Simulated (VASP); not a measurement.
# MgO in VASP: a series of runs

The runs below take MgO through single point, with r2SCAN, HSE06.

All numbers are computed with VASP 6.6.1; they aren't measurements. Logs are shortened: lines on timing, memory, paths and dates and some standing lists are left out, and cuts for length are marked.

## 1. The cell of the first run

Symmetry: Fm-3m, No. 225, cubic system. The conventional cell has a = 4.204 Å, b = 4.204 Å, c = 4.204 Å, α = 90.00°, β = 90.00°, γ = 90.00°. Mg (site symmetry m-3m) has 6 O at 2.10 Å within 2.8 Å. Within 2.8 Å of O (site symmetry m-3m) lie 6 Mg at 2.10 Å.

## 2. Single point, r2SCAN

POSCAR

```
MgO
1.0
    0.0000000000      2.1021674167      2.1021674167
    2.1021674167      0.0000000000      2.1021674167
    2.1021674167      2.1021674167      0.0000000000
Mg O
1 1
Direct
    0.0000000000      0.0000000000      0.0000000000
    0.5000000000      0.5000000000      0.5000000000
```

INCAR.step1

```
SYSTEM = MgO
  ALGO = Normal
  EDIFF = 1E-5
  ENCUT = 660
  GGA = PE
  GGA_COMPAT = .False.
  ISMEAR = 0
  LASPH = .True.
  LCHARG = .False.
  LREAL = .False.
  LWAVE = .True.
  NBANDS = 15
  NELM = 120
  PREC = Accurate
  SIGMA = 0.01
```

INCAR.step2

```
SYSTEM = MgO
  ALGO = Normal
  EDIFF = 1E-6
  ENCUT = 660
  GGA_COMPAT = .False.
  ISIF = 2
  ISMEAR = 0
  ISTART = 1
  LASPH = .True.
  LCHARG = .True.
  LELF = .True.
  LMIXTAU = .True.
  LREAL = .False.
  LVHAR = .True.
  LWAVE = .False.
  METAGGA = R2SCAN
  NBANDS = 15
  NELM = 120
  PREC = Accurate
  SIGMA = 0.01
```

KPOINTS

```
k-points
0
Gamma
  10 10 10
  0 0 0
```

Potentials or basis: VASP PAW PBE potentials, release 64 (Mg_sv, O).

Launch:

```bash
$ cat potpaw_PBE.64/Mg_sv/POTCAR potpaw_PBE.64/O/POTCAR > POTCAR
$ cp INCAR.step1 INCAR
$ mpirun -np 1 vasp_std > vasp.out
$ cp INCAR.step2 INCAR
$ mpirun -np 1 vasp_std > vasp.out
```

OUTCAR:

```text
SYSTEM = MgO
   EDIFF = 1E-6
   ENCUT = 660
   ISIF = 2
   ISMEAR = 0
   ISTART = 1
   LASPH = .True.
   LREAL = .False.
   METAGGA = R2SCAN
   NELM = 120
   PREC = Accurate

 ion  position               nearest neighbor table
   1  0.000  0.000  0.000-   2 2.10   2 2.10   2 2.10   2 2.10   2 2.10   2 2.10
   2  0.500  0.500  0.500-   1 2.10   1 2.10   1 2.10   1 2.10   1 2.10   1 2.10

  LATTYP: Found a face centered cubic cell.
 ALAT       =     4.2043348334

  Lattice vectors:

 A1 = (   0.0000000000,   2.1021674167,   2.1021674167)
 A2 = (   2.1021674167,   0.0000000000,   2.1021674167)
 A3 = (   2.1021674167,   2.1021674167,   0.0000000000)

Analysis of symmetry for initial positions (statically):
=====================================================================
 Subroutine PRICEL returns:
 Original cell was already a primitive cell.

 Routine SETGRP: Setting up the symmetry group for a
 face centered cubic supercell.

 Subroutine GETGRP returns: Found 48 space group operations
 (whereof 48 operations were pure point group operations)
 out of a pool of 48 trial point group operations.

The static configuration has the point symmetry O_h .

Analysis of symmetry for dynamics (positions and initial velocities):
=====================================================================
 Subroutine PRICEL returns:
 Original cell was already a primitive cell.

 Routine SETGRP: Setting up the symmetry group for a
 face centered cubic supercell.

 Subroutine GETGRP returns: Found 48 space group operations
 (whereof 48 operations were pure point group operations)
 out of a pool of 48 trial point group operations.

The dynamic configuration has the point symmetry O_h .

 Subroutine INISYM returns: Found 48 space group operations
 (whereof 48 operations are pure point group operations),
 and found     1 'primitive' translations

----------------------------------------------------------------------------------------

                                     Primitive cell

  volume of cell :      18.5794

  direct lattice vectors                    reciprocal lattice vectors
     0.000000000  2.102167417  2.102167417    -0.237849753  0.237849753  0.237849753
     2.102167417  0.000000000  2.102167417     0.237849753 -0.237849753  0.237849753
     2.102167417  2.102167417  0.000000000     0.237849753  0.237849753 -0.237849753

  length of vectors
     2.972913671  2.972913671  2.972913671     0.411967856  0.411967856  0.411967856

  position of ions in fractional coordinates (direct lattice)
     0.000000000  0.000000000  0.000000000
     0.500000000  0.500000000  0.500000000

  ion indices of the primitive-cell ions
   primitive index   ion index
                 1           1
                 2           2

----------------------------------------------------------------------------------------

 KPOINTS: k-points

Automatic generation of k-mesh.
 Grid dimensions read from file:
 generate k-points for:   10   10   10

 Generating k-lattice:

  Cartesian coordinates                     Fractional coordinates (reciprocal lattice)
    -0.023784975  0.023784975  0.023784975     0.100000000  0.000000000  0.000000000
     0.023784975 -0.023784975  0.023784975     0.000000000  0.100000000  0.000000000
     0.023784975  0.023784975 -0.023784975     0.000000000  0.000000000  0.100000000

  Length of vectors
     0.041196786  0.041196786  0.041196786

  Shift w.r.t. Gamma in fractional coordinates (k-lattice)
     0.000000000  0.000000000  0.000000000

 Subroutine IBZKPT returns following result:
 ===========================================

 Found     47 irreducible k-points:

 Following reciprocal coordinates:
            Coordinates               Weight
  0.000000  0.000000  0.000000      1.000000
  0.100000  0.000000  0.000000      8.000000
  0.200000  0.000000  0.000000      8.000000
  0.300000  0.000000  0.000000      8.000000
  0.400000  0.000000  0.000000      8.000000
  0.500000  0.000000  0.000000      4.000000
[... 16 lines left out ...]
  0.300000  0.300000  0.000000      6.000000
  0.400000  0.300000  0.000000     24.000000
 [... further k-points ...]
   k-points           NKPTS =     47   k-points in BZ     NKDIM =     47   number of bands    NBANDS=     15
   number of dos      NEDOS =    301   number of ions     NIONS =      2
   total plane-waves  NPLWV =  21952
   dimension x,y,z NGX =    28 NGY =   28 NGZ =   28
   dimension x,y,z NGXF=    56 NGYF=   56 NGZF=   56
   ions per type =               1   1
   NGX,Y,Z   is equivalent  to a cutoff of  15.66, 15.66, 15.66 a.u.
   NGXF,Y,Z  is equivalent  to a cutoff of  31.32, 31.32, 31.32 a.u.
 SYSTEM =  MgO
   PREC   = accura    normal or accurate (medium, high low for compatibility)
   ISTART =      1    job   : 0-new  1-cont  2-samecut
   ICHARG =      0    charge: 1-file 2-atom 10-const
   ISPIN  =      1    spin polarized calculation?
   LNONCOLLINEAR =      F non collinear calculations
   LSORBIT =      F    spin-orbit coupling
   LASPH  =      T    aspherical Exc in radial PAW
   ENCUT  =  660.0 eV  48.51 Ry    6.96 a.u.   6.23  6.23  6.23*2*pi/ulx,y,z
   NELM   =    120;   NELMIN=  2; NELMDL=  0     # of ELM steps
   EDIFF  = 0.1E-05   stopping-criterion for ELM
   LREAL  =      F    real-space projection
   EDIFFG = 0.1E-04   stopping-criterion for IOM
   NSW    =      0    number of steps for IOM
   IBRION =     -1    ionic relax: 0-MD 1-quasi-New 2-CG
   NFREE  =      0    steps in history (QN), initial steepest desc. (CG)
   ISIF   =      2    stress and relaxation
   ISYM   =      2    0-nonsym 1-usesym 2-fastsym
   POTIM  = 0.5000    time-step for ionic-motion
   TEBEG  =    0.0;   TEEND  =   0.0 temperature during run
   PSTRESS=    0.0 pullay stress
   NELECT =      16.0000    total number of electrons
   NUPDOWN=      -1.0000    fix difference up-down
   EMIN   =  10.00;   EMAX   =-10.00  energy-range for DOS
   EFERMI =   0.00;   METHOD = LEGACY
   ISMEAR =     0;   SIGMA  =   0.01  broadening in eV -4-tet -1-fermi 0-gaus
   EFERMI_NEDOS =   21; number of points for ismear=-14 and -15
   IALGO  =     38    algorithm
   IMIX   =      4    mixing-type and parameters
     AMIX     =   0.40;   BMIX     =  1.00
     AMIX_MAG =   1.60;   BMIX_MAG =  1.00
  volume/ion in A,a.u.               =       9.29        62.69
  Fermi-wavevector in a.u.,A,eV,Ry     =   1.557534  2.943312 33.006537  2.425912
  Thomas-Fermi vector in A             =   2.661170
   LORBIT       =      0    0 simple, 1 ext, 2 COOP (PROOUT), +10 PAW based schemes
   METAGGA = R2SCAN    functional components
   LHFCALC =     F    Hartree Fock is set to
   AEXX    =    0.0000 exact exchange contribution
   IVDW    =     0    specifies the selected vdW correction
   LEPSILON=     F    determine dielectric tensor
   LRPA    =     F    only Hartree local field effects (RPA)
 non-spin polarized calculation
 Gauss-broadening in eV      SIGMA  =   0.01
  energy-cutoff  :      660.00
  volume of cell :       18.58
 maximum number of plane-waves:       728
 NGX is ok and might be reduce to    28
   NGX = 13   NGY = 13   NGZ = 13

 number of electron      15.9999994 magnetization

 Free energy of the ion-electron system (eV)
  ---------------------------------------------------
  ext. energy  EPLUGINS =         0.00000000
  ---------------------------------------------------
  free energy    TOTEN  =       -16.17318847 eV

  energy without entropy =      -16.17318847  energy(sigma->0) =      -16.17318847

 E-fermi :   2.8352     XC(G=0): -12.0706

 val. band max:        2.5484450011   @ k =   0.0000   0.0000   0.0000
 cond. band min:       8.2605308016   @ k =   0.0000   0.0000   0.0000
 fundamental gap:      5.7120858005
 Fermi energy:         2.8351671383

 k-point     1 :       0.0000    0.0000    0.0000
  band No.  band energies     occupation
      1     -72.4024      2.00000
      2     -37.4948      2.00000
      3     -37.4948      2.00000
      4     -37.4948      2.00000
      5     -15.6668      2.00000
      6       2.5484      2.00000
      7       2.5484      2.00000
      8       2.5484      2.00000
      9       8.2605      0.00000
     10      19.4409      0.00000
     11      19.4409      0.00000
     12      19.4409      0.00000
     13      23.5651      0.00000
     14      25.3986      0.00000
     15      25.3986      0.00000

 k-point     2 :       0.1000    0.0000    0.0000
  band No.  band energies     occupation
      1     -72.4016      2.00000
      2     -37.5028      2.00000
      3     -37.4955      2.00000
      4     -37.4955      2.00000
      5     -15.5591      2.00000
      6       1.9230      2.00000
      7       2.4783      2.00000
      8       2.4783      2.00000
      9       8.8723      0.00000
     10      18.1921      0.00000
     11      19.6970      0.00000
     12      19.6970      0.00000
     13      24.7144      0.00000
     14      24.7144      0.00000
     15      25.2854      0.00000

 k-point     3 :       0.2000    0.0000    0.0000
  band No.  band energies     occupation
      1     -72.3995      2.00000
      2     -37.5250      2.00000
      3     -37.4976      2.00000
      4     -37.4976      2.00000
      5     -15.2645      2.00000
      6       0.6072      2.00000
      7       2.3002      2.00000
      8       2.3002      2.00000
      9      10.0806      0.00000
     10      16.6837      0.00000
     11      20.2305      0.00000
     12      20.2305      0.00000
     13      24.0271      0.00000
     14      24.0271      0.00000
     15      26.4892      0.00000
[... 343 lines left out ...]
 k-point    23 :       0.3000    0.3000    0.0000
  band No.  band energies     occupation
      1     -72.3951      2.00000
      2     -37.5444      2.00000
      3     -37.5133      2.00000
      4     -37.5133      2.00000
      5     -14.6857      2.00000
      6      -0.5975      2.00000
      7       1.5948      2.00000
      8       1.5948      2.00000
      9      12.4993      0.00000
     10      13.9497      0.00000
     11      18.3197      0.00000
     12      21.8763      0.00000
     13      21.8763      0.00000
     14      28.1557      0.00000
     15      31.7242      0.00000

 k-point    24 :       0.4000    0.3000    0.0000
  band No.  band energies     occupation
      1     -72.3934      2.00000
      2     -37.5548      2.00000
      3     -37.5188      2.00000
      4     -37.5164      2.00000
      5     -14.4479      2.00000
      6      -1.0293      2.00000
      7       1.2296      2.00000
      8       1.4433      2.00000
      9      13.2331      0.00000
     10      13.7369      0.00000
     11      17.4630      0.00000
     12      22.1702      0.00000
     13      22.3895      0.00000
     14      28.9617      0.00000
     15      31.2217      0.00000

 [... further k-points ...]
[... 5 lines left out ...]
  --------------------------------------------------------------------------------------
  -------------------------------------------------------------------------------------
  Total       -0.0197810     -0.0197810     -0.0197810     -0.0000000     -0.0000000     -0.0000000
  in kB       -1.7057948     -1.7057948     -1.7057948     -0.0000000     -0.0000000     -0.0000000
  external PRESSURE =      -1.7057948 kB  Pullay stress =       0.0000000 kB

 VOLUME and BASIS-vectors are now :
 -----------------------------------------------------------------------------
  energy-cutoff  :      660.00
  volume of cell :       18.58
      direct lattice vectors                 reciprocal lattice vectors
     0.000000000  2.102167417  2.102167417    -0.237849753  0.237849753  0.237849753
     2.102167417  0.000000000  2.102167417     0.237849753 -0.237849753  0.237849753
     2.102167417  2.102167417  0.000000000     0.237849753  0.237849753 -0.237849753

 POSITION                                       TOTAL-FORCE (eV/Angst)
 -----------------------------------------------------------------------------------
      0.00000      0.00000      0.00000         0.000000     -0.000000      0.000000
      2.10217      2.10217      2.10217        -0.000000      0.000000     -0.000000
 -----------------------------------------------------------------------------------
    total drift:                                0.000000      0.000000      0.000000

  FREE ENERGIE OF THE ION-ELECTRON SYSTEM (eV)
  ---------------------------------------------------
  free  energy   TOTEN  =       -16.1731884693 eV

  energy  without entropy=      -16.1731884693  energy(sigma->0) =      -16.17318847
```

Wall time 2.7 min (1 thread of AMD EPYC 7R43 (Zen 3), shared host); peak memory 0.13 GiB.

Results:

* Free energy: -16.1732 eV
* Pressure: -0.2 GPa
* Band gap on the k mesh: 5.71 eV

Caveat: the PAW data sets were made with another functional, which shifts forces and pressure a little.

## 3. Single point, HSE06 (strain along [111] +1.5%)

POSCAR

```
MgO
1.0
    0.0210216742      2.1231890908      2.1231890908
    2.1231890908      0.0210216742      2.1231890908
    2.1231890908      2.1231890908      0.0210216742
Mg O
1 1
Direct
    0.0000000000      0.0000000000      0.0000000000
    0.5000000000      0.5000000000      0.5000000000
```

INCAR.step1

```
ALGO = Normal
EDIFF = 1E-5
ENCUT = 520
GGA = PE
ISIF = 2
ISMEAR = 0
LASPH = T
LCHARG = F
LREAL = F
LWAVE = T
NBANDS = 11
NELM = 100
PREC = Accurate
SIGMA = 0.01
```

INCAR.step2

```
ALGO = Normal
EDIFF = 1E-7
ENCUT = 520
GGA = PE
HFSCREEN = 0.2079
ISIF = 2
ISMEAR = 0
ISTART = 1
LASPH = T
LCHARG = F
LHFCALC = T
LREAL = F
LWAVE = F
NBANDS = 11
NELM = 100
PREC = Accurate
PRECFOCK = Normal
SIGMA = 0.01
```

KPOINTS

```
k-points
0
Gamma
  8 8 8
```

Potentials or basis: VASP PAW PBE potentials, release 64 (Mg, O).

Launch:

```bash
$ cat potpaw_PBE.64/Mg/POTCAR potpaw_PBE.64/O/POTCAR > POTCAR
$ cp INCAR.step1 INCAR
$ mpirun -np 1 vasp_std > vasp.out
$ cp INCAR.step2 INCAR
$ mpirun -np 1 vasp_std > vasp.out
```

Wall time 2 h (1 thread of Oxide Virtual Turin-like, shared host); peak memory 0.23 GiB.

The run converged. Its results:

```
Free energy            : -14.2046 eV
Pressure               : -3.1 GPa
Band gap on the k mesh : 6.30 eV
```

Stress tensor (GPa, compression positive):
```
-3.06 -1.56 -1.56
-1.56 -3.06 -1.56
-1.56 -1.56 -3.06
```

Levels at points of the mesh, in eV from the valence-band top:
```tsv
k point	band 1	band 2	band 3	band 4	band 5	band 6	band 7	band 8	band 9
(0.00, 0.00, 0.00)	-18.81	-0.11	0.00	0.00	6.30	17.37	17.80	17.80	21.55
(0.50, 0.00, 0.00)	-17.48	-4.91	-0.80	-0.72	9.53	14.76	18.01	18.20	22.80
(0.50, 0.50, 0.00)	-17.22	-4.38	-1.55	-1.43	10.78	11.71	15.20	21.08	21.27
(0.50, 0.50, 0.50)	-17.53	-4.97	-0.67	-0.67	9.67	14.54	18.39	18.39	22.98
```

Caveat: the cell differs from its parent crystal (strain along [111] +1.5%); the cell stands under tension; the PAW data sets were made with another functional, which shifts forces and pressure a little.
